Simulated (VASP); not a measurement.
# GaAs: single point with PBE-based screened hybrid

GaAs:

```
Ga As
1.0
    -1.88664    1.88664    2.66782
     1.88664   -1.88664    2.66782
     1.88664    1.88664   -2.66782
Ga As
1 1
Direct
  0.00000 0.00000 0.00000
  0.50000 0.50000 0.00000
```

* Program: VASP 6.6.1
* Task: single point
* Functional: PBE-based screened hybrid
* Potentials or basis: VASP PAW PBE potentials, release 64 (Ga_d, As)
* Cutoff: 520 eV
* k mesh: 5 × 5 × 5
* Occupations: fermi-dirac, width 0.05 eV
* Spin: no spin polarisation

```
Pressure               : -0.1 GPa
Band gap on the k mesh : zero (band 9 reaches 5.93 eV, above the bottom of band 10 at 2.70 eV)
```

Levels at points of the mesh, in eV from the Fermi level:
| k point | band 5 | band 6 | band 7 | band 8 | band 9 | band 10 | band 11 | band 12 | band 13 | band 14 |
| --- | --- | --- | --- | --- | --- | --- | --- | --- | --- | --- |
| (0.00, 0.00, 0.00) | -17.77 | -14.85 | -0.18 | -0.18 | -0.18 | 0.45 | 7.59 | 7.59 | 7.59 | 8.35 |

It took 45 min on 1 thread of AMD EPYC 7R13 Processor (Zen 3), on a shared host, peak memory 0.25 GiB.

Caveat: the k points lie up to 0.47 Å⁻¹ apart; the PAW data sets were made with another functional, which shifts forces and pressure a little.
